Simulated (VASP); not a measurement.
Crystal: MgI2.

```
Mg I
1.0
     4.14000    0.00000    0.00000
    -2.07000    3.58535    0.00000
     0.00000    0.00000    6.88000
Mg I
1 2
Direct
  0.00000 0.00000 0.00000
  0.33333 0.66667 0.25000
  0.66667 0.33333 0.75000
```

```yaml
Program: VASP 6.6.1
Task: relaxation of cell and atoms
Functional: PBEsol
Potentials_or_basis: VASP PAW PBE potentials, release 64 (Mg, I)
Cutoff: 600 eV
k_mesh: 10 × 10 × 6
Occupations: fermi-dirac, width 0.08 eV
Spin: no spin polarisation
```

At the start: pressure -0.9 GPa; volume 34.04 Å³/atom.

Q: How do energy, volume and symmetry change on relaxing?

A: Over 22 steps the energy falls by 6.5 meV/atom and the volume is 34.52 Å³/atom (+1.4 %); space group P-3m1 (No. 164, to 0.1 Å) before and after.

The path:
```tsv
step	energy change (eV)	largest force (eV/Å)	pressure (GPa)	volume (Å³)
1	0.0000	0.3000	-0.86	102.12
2	-0.0122	0.0964	0.16	99.45
3	-0.0122	0.0920	0.18	99.40
4	-0.0136	0.0765	0.14	99.77
5	-0.0154	0.0382	0.05	100.70
6	-0.0156	0.0234	0.02	101.07
7	-0.0168	0.0223	0.00	101.47
8	-0.0189	0.0223	-0.04	102.66
9	-0.0185	0.0290	-0.06	105.01
10	-0.0194	0.0214	-0.05	103.71
11	-0.0194	0.0210	-0.06	103.57
12	-0.0191	0.0355	0.20	103.13
13	-0.0195	0.0045	0.02	103.44
14	-0.0195	0.0009	0.01	103.57
15	-0.0195	0.0010	0.00	103.57
16	-0.0195	0.0003	0.01	103.55
17	-0.0195	0.0000	0.00	103.55
18	-0.0195	0.0020	0.01	103.49
19	-0.0195	0.0004	0.01	103.54
20	-0.0195	0.0060	-0.01	103.64
21	-0.0195	0.0025	-0.01	103.59
22	-0.0195	0.0015	0.00	103.57
```

Final structure:
```xyz
3
Lattice="4.1282 0.0000 0.0000 -2.0641 3.5751 0.0000 0.0000 0.0000 7.0174" Properties=species:S:1:pos:R:3 pbc="T T T"
Mg    0.0000    0.0000    0.0000
I     0.0000    2.3834    1.6688
I     2.0641    1.1917    5.3486
```

Caveat: the PAW data sets were made with another functional, which shifts forces and pressure a little; this functional lacks dispersion, which binds the layers, so the pressure and a relaxed spacing across them are unreliable.
